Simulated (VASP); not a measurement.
# C in VASP: a series of runs

The runs below take C through single point, with PBE.

All numbers are computed with VASP 6.6.1; they aren't measurements. Logs are shortened: lines on timing, memory, paths and dates and some standing lists are left out, and cuts for length are marked.

**1. The cell of the first run**

Symmetry: C2/m, No. 12, monoclinic system. The conventional cell has a = 3.760 Å, b = 9.140 Å, c = 2.604 Å, α = 90.00°, β = 121.35°, γ = 90.00°. C (site symmetry 1) has 4 C at 1.52 to 1.63 Å within 2.0 Å. Within 1.8 Å of C (site symmetry 2) lie 3 C at 1.34 to 1.52 Å.

**2. Single point, PBE**

Contents of INCAR:

```
ALGO = Normal ; EDIFF = 1E-6
ENCUT = 520 ; GGA = PE
ISIF = 2 ; ISMEAR = 0
LASPH = True ; LCHARG = True
LELF = True ; LREAL = False
LVHAR = True ; LWAVE = False
NBANDS = 21 ; NELM = 60
PREC = Accurate ; SIGMA = 0.1
```

Contents of KPOINTS:

```
k-points
0
Gamma
  6 6 8
```

Contents of POSCAR:

```
C
1.0
    1.8801183865     -4.5698662122      0.0000000000
    1.8801183865      4.5698662122      0.0000000000
   -1.3545410927      0.0000000000      2.2238528259
C
6
Direct
    0.6844442839      0.0326210321      0.1338310637
    0.5732489011      0.4267510989      0.0000000000
    0.4267510989      0.5732489011      0.0000000000
    0.3155557161      0.9673789679      0.8661689363
    0.9673789679      0.3155557161      0.8661689363
    0.0326210321      0.6844442839      0.1338310637
```

Potentials or basis: VASP PAW PBE potentials, release 64 (C).

The run is started by

```
cat potpaw_PBE.64/C/POTCAR > POTCAR
mpirun -np 1 vasp_std > vasp.out
```

OUTCAR:

```text
EDIFF = 1E-6
   ENCUT = 520
   GGA = PE
   ISIF = 2
   ISMEAR = 0
   LASPH = True
   LREAL = False
   NELM = 60
   PREC = Accurate

 ion  position               nearest neighbor table
   1  0.684  0.033  0.134-   3 1.52   5 1.55   4 1.58   5 1.63
   2  0.573  0.427  0.000-   3 1.34   4 1.52   6 1.52
   3  0.427  0.573  0.000-   2 1.34   1 1.52   5 1.52
   4  0.316  0.967  0.866-   2 1.52   6 1.55   1 1.58   6 1.63
   5  0.967  0.316  0.866-   3 1.52   1 1.55   6 1.58   1 1.63
   6  0.033  0.684  0.134-   2 1.52   4 1.55   5 1.58   4 1.63

  LATTYP: Found a base centered monoclinic cell.
 ALAT       =     3.7602367730
 B/A-ratio  =     2.4306268398
 C/A-ratio  =     0.6924833849
 COS(beta)  =    -0.5201967504

  Lattice vectors:

 A1 = (   1.8801183865,  -4.5698662122,   0.0000000000)
 A2 = (   1.8801183865,   4.5698662122,   0.0000000000)
 A3 = (  -1.3545410927,   0.0000000000,   2.2238528259)

Analysis of symmetry for initial positions (statically):
=====================================================================
 Subroutine PRICEL returns:
 Original cell was already a primitive cell.

 Routine SETGRP: Setting up the symmetry group for a
 base centered monoclinic supercell.

 Subroutine GETGRP returns: Found  4 space group operations
 (whereof  4 operations were pure point group operations)
 out of a pool of  4 trial point group operations.

The static configuration has the point symmetry C_2h.

Analysis of symmetry for dynamics (positions and initial velocities):
=====================================================================
 Subroutine PRICEL returns:
 Original cell was already a primitive cell.

 Routine SETGRP: Setting up the symmetry group for a
 base centered monoclinic supercell.

 Subroutine GETGRP returns: Found  4 space group operations
 (whereof  4 operations were pure point group operations)
 out of a pool of  4 trial point group operations.

The dynamic configuration has the point symmetry C_2h.

 Subroutine INISYM returns: Found  4 space group operations
 (whereof  4 operations are pure point group operations),
 and found     1 'primitive' translations

----------------------------------------------------------------------------------------

                                     Primitive cell

  volume of cell :      38.2142

  direct lattice vectors                    reciprocal lattice vectors
     1.880118386 -4.569866212  0.000000000     0.265940700 -0.109412393  0.161983564
     1.880118386  4.569866212  0.000000000     0.265940700  0.109412393  0.161983564
    -1.354541093  0.000000000  2.223852826     0.000000000  0.000000000  0.449670045

  length of vectors
     4.941510128  4.941510128  2.603901489     0.330051818  0.330051818  0.449670045

  position of ions in fractional coordinates (direct lattice)
     0.684444284  0.032621032  0.133831064
     0.573248901  0.426751099  0.000000000
     0.426751099  0.573248901  0.000000000
     0.315555716  0.967378968  0.866168936
     0.967378968  0.315555716  0.866168936
     0.032621032  0.684444284  0.133831064

  ion indices of the primitive-cell ions
   primitive index   ion index
                 1           1
                 2           2
                 3           3
                 4           4
                 5           5
                 6           6

----------------------------------------------------------------------------------------

 KPOINTS: k-points

Automatic generation of k-mesh.
 Grid dimensions read from file:
 generate k-points for:    6    6    8

 Generating k-lattice:

  Cartesian coordinates                     Fractional coordinates (reciprocal lattice)
     0.044323450 -0.018235399  0.026997261     0.166666667 -0.000000000  0.000000000
     0.044323450  0.018235399  0.026997261    -0.000000000  0.166666667  0.000000000
     0.000000000  0.000000000  0.056208756     0.000000000  0.000000000  0.125000000

  Length of vectors
     0.055008636  0.055008636  0.056208756

  Shift w.r.t. Gamma in fractional coordinates (k-lattice)
     0.000000000  0.000000000  0.000000000

 Subroutine IBZKPT returns following result:
 ===========================================

 Found     89 irreducible k-points:

 Following reciprocal coordinates:
            Coordinates               Weight
  0.000000  0.000000  0.000000      1.000000
  0.166667  0.000000 -0.000000      4.000000
  0.333333  0.000000 -0.000000      4.000000
  0.500000 -0.000000  0.000000      2.000000
  0.166667  0.166667 -0.000000      2.000000
  0.333333  0.166667 -0.000000      4.000000
[... 16 lines left out ...]
 -0.333333  0.166667  0.125000      4.000000
 -0.166667  0.166667  0.125000      4.000000
 [... further k-points ...]
   k-points           NKPTS =     89   k-points in BZ     NKDIM =     89   number of bands    NBANDS=     21
   number of dos      NEDOS =    301   number of ions     NIONS =      6
   total plane-waves  NPLWV =  32000
   dimension x,y,z NGX =    40 NGY =   40 NGZ =   20
   dimension x,y,z NGXF=    80 NGYF=   80 NGZF=   40
   ions per type =               6
   NGX,Y,Z   is equivalent  to a cutoff of  13.46, 13.46, 12.77 a.u.
   NGXF,Y,Z  is equivalent  to a cutoff of  26.91, 26.91, 25.54 a.u.
 SYSTEM =  unknown system
   PREC   = accura    normal or accurate (medium, high low for compatibility)
   ISTART =      0    job   : 0-new  1-cont  2-samecut
   ICHARG =      2    charge: 1-file 2-atom 10-const
   ISPIN  =      1    spin polarized calculation?
   LNONCOLLINEAR =      F non collinear calculations
   LSORBIT =      F    spin-orbit coupling
   LASPH  =      T    aspherical Exc in radial PAW
   ENCUT  =  520.0 eV  38.22 Ry    6.18 a.u.   9.19  9.19  4.84*2*pi/ulx,y,z
   NELM   =     60;   NELMIN=  2; NELMDL= -5     # of ELM steps
   EDIFF  = 0.1E-05   stopping-criterion for ELM
   LREAL  =      F    real-space projection
   EDIFFG = 0.1E-04   stopping-criterion for IOM
   NSW    =      0    number of steps for IOM
   IBRION =     -1    ionic relax: 0-MD 1-quasi-New 2-CG
   NFREE  =      0    steps in history (QN), initial steepest desc. (CG)
   ISIF   =      2    stress and relaxation
   ISYM   =      2    0-nonsym 1-usesym 2-fastsym
   POTIM  = 0.5000    time-step for ionic-motion
   TEBEG  =    0.0;   TEEND  =   0.0 temperature during run
   PSTRESS=    0.0 pullay stress
   NELECT =      24.0000    total number of electrons
   NUPDOWN=      -1.0000    fix difference up-down
   EMIN   =  10.00;   EMAX   =-10.00  energy-range for DOS
   EFERMI =   0.00;   METHOD = LEGACY
   ISMEAR =     0;   SIGMA  =   0.10  broadening in eV -4-tet -1-fermi 0-gaus
   EFERMI_NEDOS =   21; number of points for ismear=-14 and -15
   IALGO  =     38    algorithm
   IMIX   =      4    mixing-type and parameters
     AMIX     =   0.40;   BMIX     =  1.00
     AMIX_MAG =   1.60;   BMIX_MAG =  1.00
  volume/ion in A,a.u.               =       6.37        42.98
  Fermi-wavevector in a.u.,A,eV,Ry     =   1.401964  2.649329 26.742310  1.965504
  Thomas-Fermi vector in A             =   2.524773
   LORBIT       =      0    0 simple, 1 ext, 2 COOP (PROOUT), +10 PAW based schemes
   GGA     = PE    functional components
   LHFCALC =     F    Hartree Fock is set to
   AEXX    =    0.0000 exact exchange contribution
   IVDW    =     0    specifies the selected vdW correction
   LEPSILON=     F    determine dielectric tensor
   LRPA    =     F    only Hartree local field effects (RPA)
 non-spin polarized calculation
 Gauss-broadening in eV      SIGMA  =   0.10
  energy-cutoff  :      520.00
  volume of cell :       38.21
 maximum number of plane-waves:      1044
 NGX is ok and might be reduce to    40

 number of electron      24.0000001 magnetization

 Free energy of the ion-electron system (eV)
  ---------------------------------------------------
  ext. energy  EPLUGINS =         0.00000000
  ---------------------------------------------------
  free energy    TOTEN  =       -51.71918466 eV

  energy without entropy =      -51.71512162  energy(sigma->0) =      -51.71715314

 E-fermi :   8.9185     XC(G=0): -12.5213

 val. band max:        8.8958009539   @ k =   0.3333   0.0000   0.5000
 cond. band min:       8.9299304761   @ k =   0.3333   0.0000  -0.0000
 fundamental gap:      0.0341295222
 Fermi energy:         8.9185494067

 k-point     1 :       0.0000    0.0000    0.0000
  band No.  band energies     occupation
      1     -12.7485      2.00000
      2      -7.4474      2.00000
      3      -6.3292      2.00000
      4      -1.8655      2.00000
      5      -1.5300      2.00000
      6      -0.0981      2.00000
[... 13 lines left out ...]
     20      18.7234      0.00000
     21      19.7595      0.00000

 k-point     2 :       0.1667    0.0000   -0.0000
  band No.  band energies     occupation
      1     -12.4101      2.00000
      2      -7.5501      2.00000
      3      -5.8614      2.00000
      4      -4.6155      2.00000
      5      -1.6186      2.00000
      6       1.3280      2.00000
[... 13 lines left out ...]
     20      19.5459      0.00000
     21      20.0645      0.00000

 k-point     3 :       0.3333    0.0000   -0.0000
  band No.  band energies     occupation
      1     -11.4045      2.00000
      2      -7.5690      2.00000
      3      -7.3970      2.00000
      4      -5.0503      2.00000
      5      -2.6248      2.00000
      6       1.5968      2.00000
[... 13 lines left out ...]
     20      19.1460      0.00000
     21      19.6951      0.00000
[... 457 lines left out ...]
 k-point    23 :      -0.3333    0.1667    0.1250
  band No.  band energies     occupation
      1     -12.2073      2.00000
      2      -8.7097      2.00000
      3      -4.3180      2.00000
      4      -3.1964      2.00000
      5      -0.4434      2.00000
      6       0.5583      2.00000
[... 13 lines left out ...]
     20      20.0025      0.00000
     21      20.6802      0.00000

 k-point    24 :      -0.1667    0.1667    0.1250
  band No.  band energies     occupation
      1     -12.2920      2.00000
      2      -8.1107      2.00000
      3      -4.9919      2.00000
      4      -3.0327      2.00000
      5      -0.8936      2.00000
      6      -0.1788      2.00000
[... 13 lines left out ...]
     20      20.3123      0.00000
     21      20.4867      0.00000

 [... further k-points ...]

------------------------ aborting loop because EDIFF is reached ----------------------------------------

  FORCE on cell =-STRESS in cart. coord.  units (eV):
  Direction    XX          YY          ZZ          XY          YZ          ZX
  --------------------------------------------------------------------------------------
  -------------------------------------------------------------------------------------
  Total        0.1934937      0.1211641      0.0335721      0.0000000      0.0000000      0.0382025
  in kB        8.1124612      5.0799562      1.4075529      0.0000000      0.0000000      1.6016875
  external PRESSURE =       4.8666568 kB  Pullay stress =       0.0000000 kB

 VOLUME and BASIS-vectors are now :
 -----------------------------------------------------------------------------
  energy-cutoff  :      520.00
  volume of cell :       38.21
      direct lattice vectors                 reciprocal lattice vectors
     1.880118386 -4.569866212  0.000000000     0.265940700 -0.109412393  0.161983564
     1.880118386  4.569866212  0.000000000     0.265940700  0.109412393  0.161983564
    -1.354541093  0.000000000  2.223852826     0.000000000  0.000000000  0.449670045

 POSITION                                       TOTAL-FORCE (eV/Angst)
 -----------------------------------------------------------------------------------
      1.16689     -2.97875      0.29762         0.007481      0.007467      0.022297
      1.88012     -0.66948      0.00000         0.000000      0.031518     -0.000000
      1.88012      0.66948      0.00000         0.000000     -0.031518     -0.000000
      1.23881      2.97875      1.92623        -0.007481     -0.007467     -0.022297
      1.23881     -2.97875      1.92623        -0.007481      0.007467     -0.022297
      1.16689      2.97875      0.29762         0.007481     -0.007467      0.022297
 -----------------------------------------------------------------------------------
    total drift:                               -0.000000      0.000000      0.000000

  FREE ENERGIE OF THE ION-ELECTRON SYSTEM (eV)
  ---------------------------------------------------
  free  energy   TOTEN  =       -51.7191846621 eV

  energy  without entropy=      -51.7151216232  energy(sigma->0) =      -51.71715314
```

It took 64 s on 1 thread of Intel Xeon Platinum 8488C (Sapphire Rapids), shared host; peak memory 0.19 GiB.

What came out:

| Item | Value |
| --- | --- |
| Free energy | -51.7192 eV |
| Pressure | 0.5 GPa |
| Largest force | 0.032 eV/Å |
| Band gap on the k mesh | zero (band 12 reaches 9.15 eV, above the bottom of band 13 at 8.43 eV) |

Forces on the atoms (eV/Å):
```
C    0.007  0.007  0.022
C    0.000  0.032  0.000
C    0.000 -0.032  0.000
C   -0.007 -0.007 -0.022
C   -0.007  0.007 -0.022
C    0.007 -0.007  0.022
```

**3. Single point, PBE**

This run uses another cell than the first one, of the same volume but with other edges.

Contents of INCAR:

```
SYSTEM = C
PREC = Accurate
ENCUT = 520
EDIFF = 1E-7
ISMEAR = 0
SIGMA = 0.2
LREAL = .False.
LASPH = .True.
NELM = 100
ALGO = Normal
ISIF = 2
LWAVE = .False.
LCHARG = .False.
GGA = PE
NBANDS = 21
```

Contents of KPOINTS:

```
regular mesh
0
Gamma
  8 8 6
  0 0 0
```

Contents of POSCAR:

```
C
1.0
   -0.2371337531      0.3674537335     -2.5669141590
   -1.0983047536     -3.0699757437      0.3191687624
   -3.8118145563      3.3006890229     -0.8241098638
C
6
Direct
    0.4494231570     -0.0326210321      0.6518054806
    0.4267366929      0.5732339491      0.1464800311
    0.5732633796      0.4267658181      0.8535199313
    0.5505768001      1.0326210874      0.3481945570
   -0.1011736542      0.6844502402      0.6518114369
    0.1011736246      0.3155499373      0.3481885631
```

Potentials or basis: VASP PAW PBE potentials, release 64 (C).

The run is started by

```
cat potpaw_PBE.64/C/POTCAR > POTCAR
mpirun -np 1 vasp_std > vasp.out
```

Wall time 1.8 min (1 thread of Intel Xeon Platinum 8488C (Sapphire Rapids), shared host); peak memory 0.21 GiB.

The run converged. Its results:

```
Free energy            : -51.7257 eV
Pressure               : 0.5 GPa
Largest force          : 0.016 eV/Å
Band gap on the k mesh : zero (band 12 reaches 9.15 eV, above the bottom of band 13 at 8.36 eV)
```

Forces on the atoms (eV/Å):
```
C   -0.004  0.016 -0.002
C   -0.010  0.004  0.001
C    0.010 -0.004 -0.001
C    0.004 -0.016  0.002
C   -0.011 -0.009  0.006
C    0.011  0.009 -0.006
```

Stress tensor (GPa, compression positive):
```
 0.68 -0.04  0.02
-0.04  0.52  0.18
 0.02  0.18  0.25
```

Levels at points of the mesh, in eV from the Fermi level:
```
           k point  band 8  band 9  band 10  band 11  band 12  band 13  band 14  band 15  band 16  band 17
(0.00, 0.00, 0.00)   -5.94   -5.38    -2.70    -2.42    -1.50     2.50     4.05     4.77     6.45     6.68
(0.50, 0.00, 0.00)   -7.76   -6.37    -5.74    -4.19    -4.12    -0.04     4.50     4.55     6.86     7.79
(0.00, 0.50, 0.00)   -5.14   -4.51    -3.41    -2.48     0.17     4.84     4.95     5.79     6.63     7.52
(0.50, 0.50, 0.00)   -8.81   -7.40    -6.49    -5.02    -2.18     1.76     4.08     7.47     8.46     9.29
(0.00, 0.00, 0.50)   -6.22   -5.34    -4.93    -2.69    -1.47     2.41     2.57     5.12     5.54     9.71
(0.50, 0.00, 0.50)   -7.76   -6.37    -5.74    -4.19    -4.12    -0.04     4.50     4.55     6.86     7.79
(0.00, 0.50, 0.50)   -5.14   -4.51    -3.41    -2.48     0.17     4.84     4.95     5.79     6.63     7.52
(0.50, 0.50, 0.50)   -7.86   -7.76    -4.45    -4.20    -3.57     2.51     5.84     6.26     6.63     8.64
```
